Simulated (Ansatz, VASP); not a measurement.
# WS2: VASP beside Ansatz

```
S W
1.0
     3.12549    0.00000    0.00000
    -1.56274    2.70675    0.00000
     0.00000    0.00000   30.08000
S W
2 1
Direct
  0.66667 0.33333 0.29952
  0.66667 0.33333 0.40327
  0.33333 0.66667 0.35140
```

Alike in both runs: functional LDA; k mesh 12 × 12 × 1; occupations gaussian, width 0.02 eV; no spin polarisation.

Ansatz relaxed the structure, and its values are those at the end. VASP's run is a single point on that final structure, the one shown.

|  | VASP | Ansatz |
| --- | --- | --- |
| version | VASP 6.6.1 | Ansatz 0.2.0 |
| potentials or method | VASP PAW LDA potentials, release 64 (S, W_sv) | scalar-relativistic, plane waves, PAW |
| plane-wave cutoff (eV) | 400 | 420 |
| valence electrons in the cell | 26 | 26 |

```tsv
	VASP	Ansatz	Ansatz less VASP
gap on the k mesh at the Fermi level (eV)	2.00	1.99	-0.012
least direct gap on the mesh (eV)	2.00	1.99	-0.012
rms of the force components (eV/Å)	0.024	0.001	-0.0233
```

LDA's correlation is that of Perdew and Zunger in VASP and of Perdew and Wang (1992) in Ansatz. Ansatz's warnings: slab cell height set, xc potential rough in thin density.

Spin-orbit coupling is off throughout.
